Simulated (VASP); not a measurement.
MnS:

```
CELL_PARAMETERS angstrom
3.95358 0.00000 0.00000
-1.97679 3.42390 0.00000
0.00000 0.00000 6.34253
ATOMIC_POSITIONS crystal
Mn 0.66667 0.33333 0.49884
Mn 0.33333 0.66667 0.99884
S 0.33333 0.66667 0.62615
S 0.66667 0.33333 0.12615
```

Base run:

| Property | Result |
| --- | --- |
| Program | VASP 6.6.1 |
| Functional | PBE |
| Potentials or basis | VASP PAW PBE potentials, release 64 (Mn_pv, S) |
| Cutoff | 520 eV |
| k mesh | 7 × 7 × 4 |
| Occupations | fermi-dirac, width 0.05 eV |
| Spin | collinear spin, ferromagnetic start |
| Starting moments | [4.0, 4.0, 0.0, 0.0] μB |
| Fixed moment | 8 μB |

Its results: pressure -4.8 GPa; site moments Mn +3.71; S -0.03 μB; largest force 0.125 eV/Å.

Problem. After a change of settings the same cell gave: pressure -18.0 GPa; site moments Mn +1.06; S -0.06 μB; largest force 0.118 eV/Å. Which change was it?
A. fixed moment from 8 μB to 6 μB; moments at the start from [4.0, 4.0, 0.0, 0.0] to [3.0, 3.0, 0.0, 0.0]
B. fixed moment from 8 μB to 4 μB; moments at the start from [4.0, 4.0, 0.0, 0.0] to [2.0, 2.0, 0.0, 0.0]
C. fixed moment from 8 μB to 2 μB; moments at the start from [4.0, 4.0, 0.0, 0.0] to [1.0, 1.0, 0.0, 0.0]

Solution. C.

Caveats: the cell stands under tension; the total moment is fixed, so each spin has its own Fermi level; only a ferromagnetic start was run, and an antiferromagnetic order may lie lower in energy.
